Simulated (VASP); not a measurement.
Input of a VASP 6.6.1 run:

File POSCAR:

```
SiSnO4
1.0
    3.1251243502     -3.2108583903      0.0000000000
    3.1251243502      3.2108583903      0.0000000000
    0.0000000000      0.0000000000      2.9445993363
Si Sn O
1 1 4
Direct
    0.5000000000      0.5000000000      0.5000000000
    0.0000000000      0.0000000000      0.0000000000
    0.2194834563      0.2194834563      0.5000000000
    0.7805165437      0.7805165437      0.5000000000
    0.6775767263      0.3224232737      0.0000000000
    0.3224232737      0.6775767263      0.0000000000
```

Contents of INCAR.step1:

```
PREC     = Accurate       # precision mode
ENCUT    = 520            # plane-wave cutoff, eV
ISMEAR   = 0              # smearing method
SIGMA    = 0.01           # smearing width, eV
LREAL    = False          # projectors in reciprocal space
LASPH    = True           # aspherical terms in the spheres
NELM     = 80             # most SCF steps
NBANDS   = 30             # bands
GGA      = PE             # functional
ALGO     = Normal         # electronic algorithm
EDIFF    = 1E-4           # SCF threshold, eV
LWAVE    = True           # write WAVECAR
LCHARG   = False          # write CHGCAR
```

The input INCAR.step2:

```
PREC     = Accurate       # precision mode
ENCUT    = 520            # plane-wave cutoff, eV
EDIFF    = 1E-6           # SCF threshold, eV
ISMEAR   = 0              # smearing method
SIGMA    = 0.01           # smearing width, eV
LREAL    = False          # projectors in reciprocal space
LASPH    = True           # aspherical terms in the spheres
NELM     = 80             # most SCF steps
ALGO     = Normal         # electronic algorithm
ISIF     = 2              # what is computed and relaxed
LWAVE    = False          # write WAVECAR
LCHARG   = False          # write CHGCAR
METAGGA  = R2SCAN         # meta-GGA
LMIXTAU  = True         
NBANDS   = 30             # bands
ISTART   = 1
```

File KPOINTS:

```
regular mesh
0
Gamma
  6 6 8
```

Potentials or basis: VASP PAW PBE potentials, release 64 (Si, Sn_d, O).

Launch:

```console
$ cat potpaw_PBE.64/Si/POTCAR potpaw_PBE.64/Sn_d/POTCAR potpaw_PBE.64/O/POTCAR > POTCAR
$ cp INCAR.step1 INCAR
$ mpirun -np 1 vasp_std > vasp.out
$ cp INCAR.step2 INCAR
$ mpirun -np 1 vasp_std > vasp.out
```

(1) Estimate the pressure.

(2) Estimate the largest force.

(3) Predict the band gap on the k mesh.

Results:

(1) 1.0 GPa.

(2) 0.088 eV/Å.

(3) 3.05 eV.

Caveat: the PAW data sets were made with another functional, which shifts forces and pressure a little; spin-orbit coupling is left out, which moves the levels of the heavy elements.
